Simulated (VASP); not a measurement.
A run of VASP 6.6.1 is set up as follows.

The input INCAR:

```
PREC = Accurate
ENCUT = 520
EDIFF = 1E-6
ISMEAR = 0
SIGMA = 0.15
LREAL = F
LASPH = T
NELM = 80
ALGO = Fast
ISIF = 2
LWAVE = F
LCHARG = F
GGA = PS
NBANDS = 12
```

Contents of KPOINTS:

```
regular mesh
0
Gamma
  20 20 20
```

File POSCAR:

```
Au
1.0
   -1.7235597600      1.7235597600      1.6572690000
    1.7235597600     -1.7235597600      1.6572690000
    1.7235597600      1.7235597600     -1.6572690000
Au
1
Direct
    0.0000000000      0.0000000000      0.0000000000
```

Potentials or basis: VASP PAW PBE potentials, release 64 (Au).

The run is started by

```bash
$ cat potpaw_PBE.64/Au/POTCAR > POTCAR
$ mpirun -np 1 vasp_std > vasp.out
```

Q: Estimate the pressure.

A: -16.4 GPa.

Stress tensor (GPa, compression positive):
```
-16.22   0.00   0.00
  0.00 -16.22   0.00
  0.00   0.00 -16.65
```

Caveat: the cell differs from its parent crystal (strain +0.040 along x and y, +0.000 along z); the PAW data sets were made with another functional, which shifts forces and pressure a little.
